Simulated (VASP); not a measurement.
# BaTiO3 (Pm-3m) in VASP: a series of runs

BaTiO3 is run at these levels: r2SCAN; tasks: single point, relaxation of cell and atoms.

All numbers are computed with VASP 6.6.1; they aren't measurements. Logs are shortened: lines on timing, memory, paths and dates and some standing lists are left out, and cuts for length are marked.

## (1) The cell of the first run

Symmetry: Pm-3m, No. 221, cubic system. The conventional cell has a = 4.072 Å, b = 4.072 Å, c = 4.072 Å, α = 90.00°, β = 90.00°, γ = 90.00°. Ba (site symmetry m-3m) has 12 O at 2.88 Å and 8 Ti at 3.53 Å within 3.8 Å. Within 2.7 Å of O (site symmetry 4/mmm) lie 2 Ti at 2.04 Å. Ti (site symmetry m-3m) has 6 O at 2.04 Å within 2.7 Å.

## (2) Single point, r2SCAN

File POSCAR:

```
BaTiO3
1.0
    4.0720311100      0.0000000000      0.0000000000
    0.0000000000      4.0720311100      0.0000000000
    0.0000000000      0.0000000000      4.0720311100
Ba O Ti
1 3 1
Direct
    0.0000000000      0.0000000000      0.0000000000
    0.5000000000      0.5000000000      0.0000000000
    0.0000000000      0.5000000000      0.5000000000
    0.5000000000      0.0000000000      0.5000000000
    0.5000000000      0.5000000000      0.5000000000
```

File INCAR.step1:

```
SYSTEM = BaTiO3
  ALGO = Normal
  EDIFF = 1E-4
  ENCUT = 520
  GGA = PE
  ISMEAR = -1
  LASPH = .TRUE.
  LCHARG = .FALSE.
  LREAL = .FALSE.
  LWAVE = .TRUE.
  NBANDS = 28
  NELM = 60
  PREC = Accurate
  SIGMA = 0.1
```

File INCAR.step2:

```
SYSTEM = BaTiO3
  ALGO = Normal
  EDIFF = 1E-6
  ENCUT = 520
  ISIF = 2
  ISMEAR = -1
  ISTART = 1
  LASPH = .TRUE.
  LCHARG = .FALSE.
  LMIXTAU = .TRUE.
  LREAL = .FALSE.
  LWAVE = .FALSE.
  METAGGA = R2SCAN
  NBANDS = 28
  NELM = 60
  PREC = Accurate
  SIGMA = 0.1
```

File KPOINTS:

```
k-points
0
G
  6 6 6
  0 0 0
```

Potentials or basis: VASP PAW PBE potentials, release 64 (Ba_sv, O, Ti_sv).

Command:

```sh
cat potpaw_PBE.64/Ba_sv/POTCAR potpaw_PBE.64/O/POTCAR potpaw_PBE.64/Ti_sv/POTCAR > POTCAR
cp INCAR.step1 INCAR
mpirun -np 1 vasp_std > vasp.out
cp INCAR.step2 INCAR
mpirun -np 1 vasp_std > vasp.out
```

OUTCAR:

```text
SYSTEM = BaTiO3
   EDIFF = 1E-6
   ENCUT = 520
   ISIF = 2
   ISMEAR = -1
   ISTART = 1
   LASPH = .TRUE.
   LREAL = .FALSE.
   METAGGA = R2SCAN
   NELM = 60
   PREC = Accurate

 ion  position               nearest neighbor table
   1  0.000  0.000  0.000-   2 2.88   3 2.88   4 2.88   3 2.88   4 2.88   2 2.88   3 2.88   3 2.88
                             2 2.88   4 2.88   4 2.88   2 2.88   5 3.53   5 3.53   5 3.53   5 3.53
   2  0.500  0.500  0.000-   5 2.04   5 2.04   1 2.88   1 2.88   1 2.88   1 2.88
   3  0.000  0.500  0.500-   5 2.04   5 2.04   1 2.88   1 2.88   1 2.88   1 2.88
   4  0.500  0.000  0.500-   5 2.04   5 2.04   1 2.88   1 2.88   1 2.88   1 2.88
   5  0.500  0.500  0.500-   2 2.04   3 2.04   4 2.04   2 2.04   4 2.04   3 2.04   1 3.53   1 3.53
                             1 3.53   1 3.53   1 3.53   1 3.53   1 3.53   1 3.53

  LATTYP: Found a simple cubic cell.
 ALAT       =     4.0720311100

  Lattice vectors:

 A1 = (   4.0720311100,   0.0000000000,   0.0000000000)
 A2 = (   0.0000000000,   4.0720311100,   0.0000000000)
 A3 = (   0.0000000000,   0.0000000000,   4.0720311100)

Analysis of symmetry for initial positions (statically):
=====================================================================
 Subroutine PRICEL returns:
 Original cell was already a primitive cell.

 Routine SETGRP: Setting up the symmetry group for a
 simple cubic supercell.

 Subroutine GETGRP returns: Found 48 space group operations
 (whereof 48 operations were pure point group operations)
 out of a pool of 48 trial point group operations.

The static configuration has the point symmetry O_h .

Analysis of symmetry for dynamics (positions and initial velocities):
=====================================================================
 Subroutine PRICEL returns:
 Original cell was already a primitive cell.

 Routine SETGRP: Setting up the symmetry group for a
 simple cubic supercell.

 Subroutine GETGRP returns: Found 48 space group operations
 (whereof 48 operations were pure point group operations)
 out of a pool of 48 trial point group operations.

The dynamic configuration has the point symmetry O_h .

 Subroutine INISYM returns: Found 48 space group operations
 (whereof 48 operations are pure point group operations),
 and found     1 'primitive' translations

----------------------------------------------------------------------------------------

                                     Primitive cell

  volume of cell :      67.5201

  direct lattice vectors                    reciprocal lattice vectors
     4.072031110  0.000000000  0.000000000     0.245577692  0.000000000  0.000000000
     0.000000000  4.072031110  0.000000000     0.000000000  0.245577692  0.000000000
     0.000000000  0.000000000  4.072031110     0.000000000  0.000000000  0.245577692

  length of vectors
     4.072031110  4.072031110  4.072031110     0.245577692  0.245577692  0.245577692

  position of ions in fractional coordinates (direct lattice)
     0.000000000  0.000000000  0.000000000
     0.500000000  0.500000000  0.000000000
     0.000000000  0.500000000  0.500000000
     0.500000000  0.000000000  0.500000000
     0.500000000  0.500000000  0.500000000

  ion indices of the primitive-cell ions
   primitive index   ion index
                 1           1
                 2           2
                 3           3
                 4           4
                 5           5

----------------------------------------------------------------------------------------

 KPOINTS: k-points

Automatic generation of k-mesh.
 Grid dimensions read from file:
 generate k-points for:    6    6    6

 Generating k-lattice:

  Cartesian coordinates                     Fractional coordinates (reciprocal lattice)
     0.040929615  0.000000000  0.000000000     0.166666667  0.000000000  0.000000000
     0.000000000  0.040929615  0.000000000     0.000000000  0.166666667  0.000000000
     0.000000000  0.000000000  0.040929615     0.000000000  0.000000000  0.166666667

  Length of vectors
     0.040929615  0.040929615  0.040929615

  Shift w.r.t. Gamma in fractional coordinates (k-lattice)
     0.000000000  0.000000000  0.000000000

 Subroutine IBZKPT returns following result:
 ===========================================

 Found     20 irreducible k-points:

 Following reciprocal coordinates:
            Coordinates               Weight
  0.000000  0.000000  0.000000      1.000000
  0.166667  0.000000  0.000000      6.000000
  0.333333  0.000000  0.000000      6.000000
  0.500000  0.000000  0.000000      3.000000
  0.166667  0.166667  0.000000     12.000000
  0.333333  0.166667  0.000000     24.000000
[... 12 lines left out ...]
  0.500000  0.500000  0.333333      6.000000
  0.500000  0.500000  0.500000      1.000000
   k-points           NKPTS =     20   k-points in BZ     NKDIM =     20   number of bands    NBANDS=     28
   number of dos      NEDOS =    301   number of ions     NIONS =      5
   total plane-waves  NPLWV =  27000
   dimension x,y,z NGX =    30 NGY =   30 NGZ =   30
   dimension x,y,z NGXF=    60 NGYF=   60 NGZF=   60
   ions per type =               1   3   1
   NGX,Y,Z   is equivalent  to a cutoff of  12.25, 12.25, 12.25 a.u.
   NGXF,Y,Z  is equivalent  to a cutoff of  24.50, 24.50, 24.50 a.u.
 SYSTEM =  BaTiO3
   PREC   = accura    normal or accurate (medium, high low for compatibility)
   ISTART =      1    job   : 0-new  1-cont  2-samecut
   ICHARG =      0    charge: 1-file 2-atom 10-const
   ISPIN  =      1    spin polarized calculation?
   LNONCOLLINEAR =      F non collinear calculations
   LSORBIT =      F    spin-orbit coupling
   LASPH  =      T    aspherical Exc in radial PAW
   ENCUT  =  520.0 eV  38.22 Ry    6.18 a.u.   7.57  7.57  7.57*2*pi/ulx,y,z
   NELM   =     60;   NELMIN=  2; NELMDL=  0     # of ELM steps
   EDIFF  = 0.1E-05   stopping-criterion for ELM
   LREAL  =      F    real-space projection
   EDIFFG = 0.1E-04   stopping-criterion for IOM
   NSW    =      0    number of steps for IOM
   IBRION =     -1    ionic relax: 0-MD 1-quasi-New 2-CG
   NFREE  =      0    steps in history (QN), initial steepest desc. (CG)
   ISIF   =      2    stress and relaxation
   ISYM   =      2    0-nonsym 1-usesym 2-fastsym
   POTIM  = 0.5000    time-step for ionic-motion
   TEBEG  =    0.0;   TEEND  =   0.0 temperature during run
   PSTRESS=    0.0 pullay stress
   NELECT =      40.0000    total number of electrons
   NUPDOWN=      -1.0000    fix difference up-down
   EMIN   =  10.00;   EMAX   =-10.00  energy-range for DOS
   EFERMI =   0.00;   METHOD = LEGACY
   ISMEAR =    -1;   SIGMA  =   0.10  broadening in eV -4-tet -1-fermi 0-gaus
   EFERMI_NEDOS =   21; number of points for ismear=-14 and -15
   IALGO  =     38    algorithm
   IMIX   =      4    mixing-type and parameters
     AMIX     =   0.40;   BMIX     =  1.00
     AMIX_MAG =   1.60;   BMIX_MAG =  1.00
  volume/ion in A,a.u.               =      13.50        91.13
  Fermi-wavevector in a.u.,A,eV,Ry     =   1.374940  2.598260 25.721269  1.890460
  Thomas-Fermi vector in A             =   2.500321
   LORBIT       =      0    0 simple, 1 ext, 2 COOP (PROOUT), +10 PAW based schemes
   METAGGA = R2SCAN    functional components
   LHFCALC =     F    Hartree Fock is set to
   AEXX    =    0.0000 exact exchange contribution
   IVDW    =     0    specifies the selected vdW correction
   LEPSILON=     F    determine dielectric tensor
   LRPA    =     F    only Hartree local field effects (RPA)
 non-spin polarized calculation
  energy-cutoff  :      520.00
  volume of cell :       67.52
 maximum number of plane-waves:      1856
   NGX = 15   NGY = 15   NGZ = 15

 number of electron      39.9999986 magnetization

 Free energy of the ion-electron system (eV)
  ---------------------------------------------------
  ext. energy  EPLUGINS =         0.00000000
  ---------------------------------------------------
  free energy    TOTEN  =       -74.16177103 eV

  energy without entropy =      -74.16175635  energy(sigma->0) =      -74.16176369

 E-fermi :   4.1799     XC(G=0): -11.6280

 val. band max:        3.1428006311   @ k =   0.5000   0.5000   0.5000
 cond. band min:       5.1526278842   @ k =   0.0000   0.0000   0.0000
 fundamental gap:      2.0098272531
 Fermi energy:         4.1798727444

 k-point     1 :       0.0000    0.0000    0.0000
  band No.  band energies     occupation
      1     -55.9780      2.00000
      2     -31.1073      2.00000
      3     -31.1073      2.00000
      4     -31.1073      2.00000
      5     -22.4587      2.00000
      6     -14.6005      2.00000
[... 20 lines left out ...]
     27       8.6752      0.00000
     28      10.8636      0.00000

 k-point     2 :       0.1667    0.0000    0.0000
  band No.  band energies     occupation
      1     -55.9778      2.00000
      2     -31.1183      2.00000
      3     -31.1069      2.00000
      4     -31.1069      2.00000
      5     -22.4348      2.00000
      6     -14.6054      2.00000
[... 20 lines left out ...]
     27       9.1877      0.00000
     28      11.5029      0.00000

 k-point     3 :       0.3333    0.0000    0.0000
  band No.  band energies     occupation
      1     -55.9774      2.00000
      2     -31.1404      2.00000
      3     -31.1061      2.00000
      4     -31.1061      2.00000
      5     -22.3864      2.00000
      6     -14.6835      2.00000
[... 20 lines left out ...]
     27      10.3761      0.00000
     28      11.8679      0.00000

 k-point     4 :       0.5000    0.0000    0.0000
  band No.  band energies     occupation
      1     -55.9772      2.00000
      2     -31.1515      2.00000
      3     -31.1058      2.00000
      4     -31.1058      2.00000
      5     -22.3617      2.00000
      6     -14.7429      2.00000
[... 20 lines left out ...]
     27      11.1034      0.00000
     28      11.8036      0.00000

 k-point     5 :       0.1667    0.1667    0.0000
  band No.  band energies     occupation
      1     -55.9776      2.00000
      2     -31.1181      2.00000
      3     -31.1178      2.00000
      4     -31.1065      2.00000
      5     -22.4129      2.00000
      6     -14.5791      2.00000
[... 20 lines left out ...]
     27       9.6805      0.00000
     28      11.7464      0.00000

 k-point     6 :       0.3333    0.1667    0.0000
  band No.  band energies     occupation
      1     -55.9772      2.00000
      2     -31.1399      2.00000
      3     -31.1171      2.00000
      4     -31.1058      2.00000
      5     -22.3685      2.00000
      6     -14.5970      2.00000
[... 339 lines left out ...]
      5     -22.2869      2.00000
      6     -14.1351      2.00000
[... 20 lines left out ...]
     27      11.3455      0.00000
     28      11.3455      0.00000

 k-point    18 :       0.5000    0.3333    0.3333
  band No.  band energies     occupation
      1     -55.9759      2.00000
      2     -31.1483      2.00000
      3     -31.1372      2.00000
      4     -31.1370      2.00000
      5     -22.2716      2.00000
      6     -14.0438      2.00000
[... 20 lines left out ...]
     27      11.1981      0.00000
     28      11.2353      0.00000

 k-point    19 :       0.5000    0.5000    0.3333
  band No.  band energies     occupation
      1     -55.9758      2.00000
      2     -31.1478      2.00000
      3     -31.1478      2.00000
      4     -31.1367      2.00000
      5     -22.2575      2.00000
      6     -13.9014      2.00000
[... 20 lines left out ...]
     27      10.9303      0.00000
     28      10.9303      0.00000

 k-point    20 :       0.5000    0.5000    0.5000
  band No.  band energies     occupation
      1     -55.9756      2.00000
      2     -31.1474      2.00000
      3     -31.1474      2.00000
      4     -31.1474      2.00000
      5     -22.2440      2.00000
      6     -13.7770      2.00000
[... 20 lines left out ...]
     27      10.6650      0.00000
     28      10.6650      0.00000

------------------------ aborting loop because EDIFF is reached ----------------------------------------

  FORCE on cell =-STRESS in cart. coord.  units (eV):
  Direction    XX          YY          ZZ          XY          YZ          ZX
  --------------------------------------------------------------------------------------
  -------------------------------------------------------------------------------------
  Total       -3.2100927     -3.2100927     -3.2100927      0.0000000      0.0000000     -0.0000000
  in kB      -76.1719190    -76.1719190    -76.1719190      0.0000000      0.0000000     -0.0000000
  external PRESSURE =     -76.1719190 kB  Pullay stress =       0.0000000 kB

 VOLUME and BASIS-vectors are now :
 -----------------------------------------------------------------------------
  energy-cutoff  :      520.00
  volume of cell :       67.52
      direct lattice vectors                 reciprocal lattice vectors
     4.072031110  0.000000000  0.000000000     0.245577692  0.000000000  0.000000000
     0.000000000  4.072031110  0.000000000     0.000000000  0.245577692  0.000000000
     0.000000000  0.000000000  4.072031110     0.000000000  0.000000000  0.245577692

 POSITION                                       TOTAL-FORCE (eV/Angst)
 -----------------------------------------------------------------------------------
      0.00000      0.00000      0.00000         0.000000      0.000000      0.000000
      2.03602      2.03602      0.00000         0.000000      0.000000      0.000000
      0.00000      2.03602      2.03602         0.000000      0.000000      0.000000
      2.03602      0.00000      2.03602         0.000000      0.000000      0.000000
      2.03602      2.03602      2.03602         0.000000      0.000000      0.000000
 -----------------------------------------------------------------------------------
    total drift:                                0.000000      0.000000     -0.000000

  FREE ENERGIE OF THE ION-ELECTRON SYSTEM (eV)
  ---------------------------------------------------
  free  energy   TOTEN  =       -74.1617710311 eV

  energy  without entropy=      -74.1617563489  energy(sigma->0) =      -74.16176369
```

It took 2.3 min on 1 thread of Intel Xeon Platinum 8259CL at 2.50GHz (Skylake/Cascade Lake), shared host; peak memory 0.19 GiB.

What came out:

* Free energy: -74.1618 eV
* Pressure: -7.6 GPa
* Band gap on the k mesh: 2.01 eV, indirect (least direct gap 2.21 eV)

Levels at points of the mesh, in eV from the valence-band top:
```tsv
k point	band 18	band 19	band 20	band 21	band 22	band 23
(0.00, 0.00, 0.00)	-0.20	-0.20	-0.20	2.01	2.01	2.01
(0.50, 0.00, 0.00)	-1.76	-0.74	-0.74	2.14	3.57	3.57
(0.50, 0.50, 0.00)	-0.91	-0.91	-0.08	3.58	3.58	4.00
(0.50, 0.50, 0.50)	0.00	0.00	0.00	4.20	4.20	4.20
```

Caveat: the PAW data sets were made with another functional, which shifts forces and pressure a little; spin-orbit coupling is left out, which moves the levels of the heavy elements. A k mesh can miss the band edges.

(Continued in part 2 of 2.)
